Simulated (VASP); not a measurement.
# In7P8 (a cell with a defect) in VASP: further runs

In7P8 (a cell with a defect) is run at these levels: PBE; tasks: single point.

All numbers are computed with VASP 6.6.1; they aren't measurements. Logs are shortened: lines on timing, memory, paths and dates and some standing lists are left out, and cuts for length are marked.

### 1 The cell of the first run

The cell holds a defect, 15 atoms: a = 8.193 Å, b = 8.193 Å, c = 8.193 Å, α = 60.00°, β = 60.00°, γ = 60.00°.

### 2 Single point, PBE

INCAR

```
SYSTEM = In7P8
ALGO = Normal
EDIFF = 1E-6
ENCUT = 520
GGA = PE
ISIF = 2
ISMEAR = -1
LASPH = .True.
LCHARG = .False.
LREAL = Auto
LWAVE = .False.
NBANDS = 78
NELM = 60
PREC = Accurate
SIGMA = 0.1
```

KPOINTS

```
k-points
0
Gamma
  2 2 2
  0 0 0
```

POSCAR

```
In7P8
1.0
    0.0000000000      5.7931160000      5.7931160000
    5.7931160000      0.0000000000      5.7931160000
    5.7931160000      5.7931160000      0.0000000000
P In
8 7
Direct
    0.1285648345      0.1175206918      0.1261039827
    0.1319757795      0.1335581749      0.6260378698
    0.1369931139      0.6227310138      0.1044848748
    0.1293751066      0.6396081142      0.6023958436
    0.6040545365      0.0819600367      0.2106864423
    0.6091818289      0.1335581749      0.6260383876
    0.6365453411      0.6227313591      0.1044845296
    0.6186409870      0.7091308028      0.5543410489
   -0.0194929637      0.0043677703      0.0060601238
   -0.0116904271      0.0187826379      0.5053513515
    0.0137444166      0.4941851674     -0.0209196571
   -0.0049751291      0.5107190155      0.4851655827
    0.5098192406      0.0043677703      0.0060611595
    0.5109108811      0.5219299942     -0.0429974128
    0.5098448745      0.5107191881      0.4851650649
```

Potentials or basis: VASP PAW PBE potentials, release 64 (P, In_d).

The run is started by

```
$ cat potpaw_PBE.64/P/POTCAR potpaw_PBE.64/In_d/POTCAR > POTCAR
$ mpirun -np 1 vasp_std > vasp.out
```

OUTCAR:

```text
SYSTEM = In7P8
   EDIFF = 1E-6
   ENCUT = 520
   GGA = PE
   ISIF = 2
   ISMEAR = -1
   LASPH = .True.
   LREAL = Auto
   NELM = 60
   PREC = Accurate

 ion  position               nearest neighbor table
   1  0.129  0.118  0.126-  11 2.52  10 2.54  13 2.55   9 2.55
   2  0.132  0.134  0.626-  12 2.53  10 2.54   9 2.55
   3  0.137  0.623  0.104-  14 2.51  11 2.52  12 2.55   9 2.56
   4  0.129  0.640  0.602-  11 2.52  10 2.54  12 2.55  15 2.55
   5  0.604  0.082  0.211-   9 2.58  13 2.58   8 2.94  14 3.04
   6  0.609  0.134  0.626-  15 2.53  10 2.54  13 2.55
   7  0.637  0.623  0.104-  14 2.51  11 2.52  15 2.55  13 2.56
   8  0.619  0.709  0.554-  15 2.58  12 2.58  14 2.72   5 2.94
   9  0.981  0.004  0.006-   2 2.55   1 2.55   3 2.56   5 2.58  13 3.86  12 3.99  10 4.01
  10  0.988  0.019  0.505-   6 2.54   2 2.54   1 2.54   4 2.54  15 3.98  12 3.98   9 4.01  13 4.01

  11  0.014  0.494  0.979-   3 2.52   7 2.52   4 2.52   1 2.52
  12  0.995  0.511  0.485-   2 2.53   4 2.55   3 2.55   8 2.58  14 3.92  15 3.97  10 3.98   9 3.99

  13  0.510  0.004  0.006-   6 2.55   1 2.55   7 2.56   5 2.58   9 3.86  15 3.99  10 4.01
  14  0.511  0.522  0.957-   7 2.51   3 2.51   8 2.72   5 3.04  12 3.92  15 3.92
  15  0.510  0.511  0.485-   6 2.53   4 2.55   7 2.55   8 2.58  14 3.92  12 3.97  10 3.98  13 3.99

  LATTYP: Found a face centered cubic cell.
 ALAT       =    11.5862320000

  Lattice vectors:

 A1 = (   0.0000000000,   5.7931160000,   5.7931160000)
 A2 = (   5.7931160000,   0.0000000000,   5.7931160000)
 A3 = (   5.7931160000,   5.7931160000,   0.0000000000)

Analysis of symmetry for initial positions (statically):
=====================================================================
 Subroutine PRICEL returns:
 Original cell was already a primitive cell.

 Routine SETGRP: Setting up the symmetry group for a
 face centered cubic supercell.

 Subroutine GETGRP returns: Found  2 space group operations
 (whereof  1 operations were pure point group operations)
 out of a pool of 48 trial point group operations.

The static configuration has the point symmetry C_1 .
 The point group associated with its full space group is C_1h.

Analysis of symmetry for dynamics (positions and initial velocities):
=====================================================================
 Subroutine PRICEL returns:
 Original cell was already a primitive cell.

 Routine SETGRP: Setting up the symmetry group for a
 face centered cubic supercell.

 Subroutine GETGRP returns: Found  2 space group operations
 (whereof  1 operations were pure point group operations)
 out of a pool of 48 trial point group operations.

The dynamic configuration has the point symmetry C_1 .
 The point group associated with its full space group is C_1h.

 Subroutine INISYM returns: Found  2 space group operations
 (whereof  1 operations are pure point group operations),
 and found     1 'primitive' translations

----------------------------------------------------------------------------------------

                                     Primitive cell

  volume of cell :     388.8362

  direct lattice vectors                    reciprocal lattice vectors
     0.000000000  5.793116000  5.793116000    -0.086309337  0.086309337  0.086309337
     5.793116000  0.000000000  5.793116000     0.086309337 -0.086309337  0.086309337
     5.793116000  5.793116000  0.000000000     0.086309337  0.086309337 -0.086309337

  length of vectors
     8.192703216  8.192703216  8.192703216     0.149492157  0.149492157  0.149492157

  position of ions in fractional coordinates (direct lattice)
     0.128564834  0.117520692  0.126103983
     0.131975780  0.133558175  0.626037870
     0.136993114  0.622731014  0.104484875
     0.129375107  0.639608114  0.602395844
     0.604054537  0.081960037  0.210686442
     0.609181829  0.133558175  0.626038388
     0.636545341  0.622731359  0.104484530
     0.618640987  0.709130803  0.554341049
[... 27 lines left out ...]

 KPOINTS: k-points

Automatic generation of k-mesh.
 Grid dimensions read from file:
 generate k-points for:    2    2    2

 Generating k-lattice:

  Cartesian coordinates                     Fractional coordinates (reciprocal lattice)
    -0.043154668  0.043154668  0.043154668     0.500000000  0.000000000  0.000000000
     0.043154668 -0.043154668  0.043154668     0.000000000  0.500000000  0.000000000
     0.043154668  0.043154668 -0.043154668     0.000000000  0.000000000  0.500000000

  Length of vectors
     0.074746078  0.074746078  0.074746078

  Shift w.r.t. Gamma in fractional coordinates (k-lattice)
     0.000000000  0.000000000  0.000000000

 Subroutine IBZKPT returns following result:
 ===========================================

 Found      6 irreducible k-points:

 Following reciprocal coordinates:
            Coordinates               Weight
  0.000000  0.000000  0.000000      1.000000
  0.500000  0.000000  0.000000      2.000000
  0.000000  0.500000  0.000000      1.000000
  0.000000  0.000000  0.500000      1.000000
  0.500000  0.500000  0.000000      2.000000
  0.000000  0.500000  0.500000      1.000000
   k-points           NKPTS =      6   k-points in BZ     NKDIM =      6   number of bands    NBANDS=     78
   number of dos      NEDOS =    301   number of ions     NIONS =     15
   total plane-waves  NPLWV = 262144
   dimension x,y,z NGX =    64 NGY =   64 NGZ =   64
   dimension x,y,z NGXF=   128 NGYF=  128 NGZF=  128
   ions per type =               8   7
   NGX,Y,Z   is equivalent  to a cutoff of  12.99, 12.99, 12.99 a.u.
   NGXF,Y,Z  is equivalent  to a cutoff of  25.97, 25.97, 25.97 a.u.
 SYSTEM =  In7P8
   PREC   = accura    normal or accurate (medium, high low for compatibility)
   ISTART =      0    job   : 0-new  1-cont  2-samecut
   ICHARG =      2    charge: 1-file 2-atom 10-const
   ISPIN  =      1    spin polarized calculation?
   LNONCOLLINEAR =      F non collinear calculations
   LSORBIT =      F    spin-orbit coupling
   LASPH  =      T    aspherical Exc in radial PAW
   ENCUT  =  520.0 eV  38.22 Ry    6.18 a.u.  15.23 15.23 15.23*2*pi/ulx,y,z
   NELM   =     60;   NELMIN=  2; NELMDL= -5     # of ELM steps
   EDIFF  = 0.1E-05   stopping-criterion for ELM
   LREAL  =      T    real-space projection
   EDIFFG = 0.1E-04   stopping-criterion for IOM
   NSW    =      0    number of steps for IOM
   IBRION =     -1    ionic relax: 0-MD 1-quasi-New 2-CG
   NFREE  =      0    steps in history (QN), initial steepest desc. (CG)
   ISIF   =      2    stress and relaxation
   ISYM   =      2    0-nonsym 1-usesym 2-fastsym
   POTIM  = 0.5000    time-step for ionic-motion
   TEBEG  =    0.0;   TEEND  =   0.0 temperature during run
   PSTRESS=    0.0 pullay stress
   NELECT =     131.0000    total number of electrons
   NUPDOWN=      -1.0000    fix difference up-down
   EMIN   =  10.00;   EMAX   =-10.00  energy-range for DOS
   EFERMI =   0.00;   METHOD = LEGACY
   ISMEAR =    -1;   SIGMA  =   0.10  broadening in eV -4-tet -1-fermi 0-gaus
   EFERMI_NEDOS =   21; number of points for ismear=-14 and -15
   IALGO  =     38    algorithm
   IMIX   =      4    mixing-type and parameters
     AMIX     =   0.40;   BMIX     =  1.00
     AMIX_MAG =   1.60;   BMIX_MAG =  1.00
  volume/ion in A,a.u.               =      25.92       174.93
  Fermi-wavevector in a.u.,A,eV,Ry     =   1.139138  2.152659 17.655404  1.297636
  Thomas-Fermi vector in A             =   2.275842
   LORBIT       =      0    0 simple, 1 ext, 2 COOP (PROOUT), +10 PAW based schemes
   GGA     = PE    functional components
   LHFCALC =     F    Hartree Fock is set to
   AEXX    =    0.0000 exact exchange contribution
   IVDW    =     0    specifies the selected vdW correction
   LEPSILON=     F    determine dielectric tensor
   LRPA    =     F    only Hartree local field effects (RPA)
 non-spin polarized calculation
  energy-cutoff  :      520.00
  volume of cell :      388.84
 maximum number of plane-waves:     10489
 NGX is ok and might be reduce to    64
   NGX = 31   NGY = 31   NGZ = 31

 number of electron     131.0000009 magnetization

 Free energy of the ion-electron system (eV)
  ---------------------------------------------------
  ext. energy  EPLUGINS =         0.00000000
  ---------------------------------------------------
  free energy    TOTEN  =       -59.93904483 eV

  energy without entropy =      -59.71988267  energy(sigma->0) =      -59.82946375

 E-fermi :   4.6300     XC(G=0):  -9.1591

 val. band max:        4.5904042254   @ k =   0.5000   0.0000   0.0000
 cond. band min:       4.6422709121   @ k =   0.5000   0.5000   0.0000
 fundamental gap:      0.0518666867
 Fermi energy:         4.6299854685

 k-point     1 :       0.0000    0.0000    0.0000
  band No.  band energies     occupation
      1      -9.8136      2.00000
      2      -9.7488      2.00000
      3      -9.6933      2.00000
      4      -9.6374      2.00000
      5      -9.6055      2.00000
      6      -9.5836      2.00000
[... 469 lines left out ...]
     76       8.9371      0.00000
     77       9.0010      0.00000
 [bands above 77 left out]

------------------------ aborting loop because EDIFF is reached ----------------------------------------

  FORCE on cell =-STRESS in cart. coord.  units (eV):
  Direction    XX          YY          ZZ          XY          YZ          ZX
  --------------------------------------------------------------------------------------
  -------------------------------------------------------------------------------------
  Total        4.5565496      2.1894779      2.1894779     -0.0658911      3.3395015      0.0658911
  in kB       18.7750028      9.0216190      9.0216190     -0.2715007     13.7602255      0.2715004
  external PRESSURE =      12.2727470 kB  Pullay stress =       0.0000000 kB

 VOLUME and BASIS-vectors are now :
 -----------------------------------------------------------------------------
  energy-cutoff  :      520.00
  volume of cell :      388.84
      direct lattice vectors                 reciprocal lattice vectors
     0.000000000  5.793116000  5.793116000    -0.086309337  0.086309337  0.086309337
     5.793116000  0.000000000  5.793116000     0.086309337 -0.086309337  0.086309337
     5.793116000  5.793116000  0.000000000     0.086309337  0.086309337 -0.086309337

 POSITION                                       TOTAL-FORCE (eV/Angst)
 -----------------------------------------------------------------------------------
      1.41135      1.47533      1.42560         0.000254      0.003064     -0.003064
      4.40043      4.39126      1.53827        -0.004471     -0.000420     -0.004339
      4.21285      1.39891      4.40117         0.005283     -0.004010     -0.003668
      7.19507      4.23923      4.45481         0.001606     -0.003679      0.003679
      1.69533      4.71989      3.97416        -0.010980     -0.004311      0.004311
      4.40043      7.15577      4.30278        -0.004471      0.004339      0.000420
      4.21285      4.29287      7.29514         0.005283      0.003668      0.004010
      7.31944      6.79522      7.69194        -0.002991      0.006822     -0.006822
      0.06041      5.71530      5.70549         0.000293     -0.006232     -0.001715
      3.03637      8.65295      5.83420         0.008727      0.000534     -0.000534
      8.53480      5.75155      2.94249        -0.002835      0.003754     -0.003754
      5.76927      8.57491      8.72295         0.006385     -0.004398     -0.004342
      0.06042      2.98855      2.97874         0.000293      0.001715      0.006232
      8.56763      8.50379      5.98337        -0.008760     -0.005187      0.005187
      5.76927      5.76421      5.91225         0.006385      0.004342      0.004398
 -----------------------------------------------------------------------------------
    total drift:                                0.008414     -0.004170      0.002196

  FREE ENERGIE OF THE ION-ELECTRON SYSTEM (eV)
  ---------------------------------------------------
  free  energy   TOTEN  =       -59.9390448318 eV

  energy  without entropy=      -59.7198826666  energy(sigma->0) =      -59.82946375
```

It took 2.8 min on 1 thread of Intel Xeon 6975P-C (Granite Rapids), shared host; peak memory 0.59 GiB.

What came out:

| Quantity | Value |
| --- | --- |
| Free energy | -59.9390 eV |
| Pressure | 1.2 GPa |
| Largest force | 0.013 eV/Å |

Forces in eV/Å, atoms in the order of the input:
```
P    0.000  0.003 -0.003
P   -0.004  0.000 -0.004
P    0.005 -0.004 -0.004
P    0.002 -0.004  0.004
P   -0.011 -0.004  0.004
P   -0.004  0.004  0.000
P    0.005  0.004  0.004
P   -0.003  0.007 -0.007
In   0.000 -0.006 -0.002
In   0.009  0.001 -0.001
In  -0.003  0.004 -0.004
In   0.006 -0.004 -0.004
In   0.000  0.002  0.006
In  -0.009 -0.005  0.005
In   0.006  0.004  0.004
```

Caveat: the k points lie up to 0.47 Å⁻¹ apart; spin-orbit coupling is left out, which moves the levels of the heavy elements.

### 3 Single point, PBE

INCAR

```
SYSTEM = In7P8
ALGO = Normal
EDIFF = 1E-6
ENCUT = 520
GGA = PE
ISIF = 2
ISMEAR = -1
LASPH = .TRUE.
LCHARG = .FALSE.
LREAL = Auto
LWAVE = .FALSE.
NBANDS = 78
NELM = 80
PREC = Accurate
SIGMA = 0.1
```

KPOINTS

```
k-points
0
G
  2 2 2
  0 0 0
```

POSCAR

```
In7P8
1.0
    0.0000000000      5.7931160000      5.7931160000
    5.7931160000      0.0000000000      5.7931160000
    5.7931160000      5.7931160000      0.0000000000
P In
8 7
Direct
    0.1161676203      0.1315650334      0.1368661529
    0.1254321508      0.1137486285      0.6563737029
    0.1723030404      0.6275316255      0.0753075720
    0.1328765038      0.6346770892      0.6003420266
    0.5998334057      0.0161212895      0.2849721117
    0.6052134982      0.1137444857      0.6563757743
    0.6256262605      0.6275202326      0.0753089529
    0.6635157142      0.6991026073      0.4746365341
   -0.0433173615      0.0017626956      0.0387381333
   -0.0137036786      0.0126058239      0.5155689960
    0.0067523247      0.5101582637     -0.0228944147
    0.0403281239      0.4902973633      0.4613754498
    0.5035844268      0.0017522522      0.0387399458
    0.4607099185      0.7791716927     -0.1998275194
    0.5087712727      0.4902945151      0.4613779527
```

Potentials or basis: VASP PAW PBE potentials, release 64 (P, In_d).

The run is started by

```
$ cat potpaw_PBE.64/P/POTCAR potpaw_PBE.64/In_d/POTCAR > POTCAR
$ mpirun -np 1 vasp_std > vasp.out
```

Wall time 3.9 min (1 thread of Intel Xeon 6975P-C (Granite Rapids), shared host); peak memory 0.61 GiB.

It converged, with:

* Free energy: -60.9687 eV
* Pressure: 1.0 GPa
* Largest force: 0.091 eV/Å

Forces in eV/Å, atoms in the order of the input:
```
P    0.011  0.004 -0.002
P    0.009  0.006 -0.012
P   -0.015  0.006  0.011
P   -0.003  0.006 -0.006
P   -0.015  0.048 -0.048
P    0.007  0.013 -0.006
P   -0.015 -0.011 -0.005
P   -0.007 -0.036  0.038
In   0.003 -0.001 -0.015
In   0.020 -0.003  0.004
In   0.023 -0.006  0.003
In  -0.020  0.020  0.000
In   0.002  0.014 -0.002
In   0.023 -0.063  0.061
In  -0.023  0.003 -0.020
```

Stress tensor (GPa, compression positive):
```
 2.42  0.69 -0.69
 0.69  0.31  0.77
-0.69  0.77  0.30
```

Levels at points of the mesh, in eV from the Fermi level:
| k point | band 62 | band 63 | band 64 | band 65 | band 66 | band 67 | band 68 | band 69 | band 70 | band 71 |
| --- | --- | --- | --- | --- | --- | --- | --- | --- | --- | --- |
| (0.00, 0.00, 0.00) | -0.29 | -0.21 | -0.16 | -0.12 | -0.02 | 0.27 | 1.36 | 1.49 | 1.73 | 1.94 |
| (0.50, 0.00, 0.00) | -1.03 | -0.84 | -0.60 | -0.30 | -0.20 | 1.12 | 1.64 | 2.40 | 2.50 | 2.55 |
| (0.00, 0.50, 0.00) | -0.80 | -0.65 | -0.48 | -0.20 | 0.25 | 0.80 | 1.93 | 2.21 | 2.49 | 2.53 |
| (0.00, 0.00, 0.50) | -1.04 | -0.75 | -0.42 | -0.07 | 0.08 | 1.50 | 2.02 | 2.42 | 2.43 | 2.67 |
| (0.50, 0.50, 0.50) | -1.03 | -0.84 | -0.60 | -0.30 | -0.20 | 1.12 | 1.64 | 2.40 | 2.50 | 2.55 |
| (0.50, 0.50, 0.00) | -0.87 | -0.82 | -0.69 | -0.68 | -0.28 | 1.95 | 2.41 | 2.52 | 2.88 | 3.00 |
| (0.00, 0.50, 0.50) | -0.98 | -0.92 | -0.76 | -0.36 | -0.02 | 1.46 | 2.37 | 2.40 | 2.52 | 2.69 |
| (0.50, 0.00, 0.50) | -0.87 | -0.82 | -0.69 | -0.68 | -0.28 | 1.95 | 2.41 | 2.52 | 2.88 | 3.00 |

Caveat: the k points lie up to 0.47 Å⁻¹ apart; spin-orbit coupling is left out, which moves the levels of the heavy elements.

### 4 Single point, PBE

INCAR

```
SYSTEM = In7P8
PREC     = Accurate       ! precision mode
ENCUT    = 520            ! plane-wave cutoff, eV
EDIFF    = 1E-7           ! SCF threshold, eV
ISMEAR   = -1             ! smearing method
SIGMA    = 0.1            ! smearing width, eV
LREAL    = Auto         
LASPH    = .TRUE.         ! aspherical terms in the spheres
NELM     = 80             ! most SCF steps
ALGO     = Normal         ! electronic algorithm
ISIF     = 2              ! what is computed and relaxed
LWAVE    = .FALSE.        ! write WAVECAR
LCHARG   = .FALSE.        ! write CHGCAR
GGA      = PE             ! functional
NBANDS   = 78             ! bands
```

KPOINTS

```
Automatic mesh
0
G
  2 2 2
  0 0 0
```

POSCAR

```
In7P8
1.0
    0.0000000000      5.7931160000      5.7931160000
    5.7931160000      0.0000000000      5.7931160000
    5.7931160000      5.7931160000      0.0000000000
P In
8 7
Direct
    0.1121921260      0.1290139883      0.1471815859
    0.0792999829      0.1437400874      0.6668920491
    0.2211728541      0.5921024195      0.0858876294
    0.1223591069      0.6280862493      0.6278696128
    0.6432815259     -0.0197469721      0.2340414899
    0.6109654114      0.1437280904      0.6671206825
    0.6011282184      0.5921958925      0.0863600004
    0.6577582772      0.6956808736      0.4898470875
    0.0077886409     -0.0384184435      0.0418923944
   -0.0116959508      0.0022543999      0.5220119880
   -0.0070098717      0.5078254949      0.0062714090
    0.0289776694      0.5124861991      0.4600137474
    0.4892952256     -0.0383032206      0.0421060100
    0.4499658733      1.0110709849     -0.4099190315
    0.4992149303      0.5125212407      0.4604867225
```

The run is started by

```
$ cat potpaw_PBE.64/P/POTCAR potpaw_PBE.64/In_d/POTCAR > POTCAR
$ mpirun -np 1 vasp_std > vasp.out
```

It took 4.7 min on 1 thread of Intel Xeon 6975P-C (Granite Rapids), shared host; peak memory 0.61 GiB.

It converged, with:

```yaml
Free_energy: -61.1260 eV
Pressure: 2.6 GPa
Largest_force: 0.238 eV/Å
```

Forces on the atoms (eV/Å):
```
P   -0.031 -0.006  0.006
P   -0.057  0.013  0.022
P    0.052 -0.022 -0.064
P   -0.006  0.019 -0.017
P    0.046 -0.165  0.166
P   -0.056 -0.021 -0.013
P    0.052  0.065  0.022
P    0.123  0.137 -0.139
In  -0.011 -0.023  0.003
In  -0.045  0.005 -0.004
In   0.005  0.018 -0.013
In   0.036  0.011 -0.053
In  -0.012  0.001  0.023
In  -0.132 -0.078  0.072
In   0.035  0.045 -0.010
```

Stress tensor (GPa, compression positive):
```
 3.32  0.21 -0.22
 0.21  2.22 -1.19
-0.22 -1.19  2.23
```

Levels at points of the mesh, in eV from the Fermi level:
```csv
k point,band 62,band 63,band 64,band 65,band 66,band 67,band 68,band 69
"(0.00, 0.00, 0.00)",-0.47,-0.45,-0.21,-0.14,0.21,1.07,1.43,1.68
"(0.50, 0.00, 0.00)",-1.05,-0.91,-0.60,-0.37,-0.26,1.70,2.06,2.41
"(0.00, 0.50, 0.00)",-1.12,-0.79,-0.40,-0.28,0.24,1.50,1.88,1.96
"(0.00, 0.00, 0.50)",-1.12,-0.85,-0.51,-0.25,0.21,1.68,1.73,2.00
"(0.50, 0.50, 0.50)",-1.05,-0.91,-0.60,-0.37,-0.26,1.70,2.06,2.41
"(0.50, 0.50, 0.00)",-1.08,-0.98,-0.83,-0.50,-0.40,2.30,2.71,2.74
"(0.00, 0.50, 0.50)",-1.25,-1.10,-0.83,-0.48,0.02,1.73,2.02,2.24
"(0.50, 0.00, 0.50)",-1.08,-0.98,-0.83,-0.50,-0.40,2.30,2.71,2.74
```

Caveat: the k points lie up to 0.47 Å⁻¹ apart; spin-orbit coupling is left out, which moves the levels of the heavy elements.
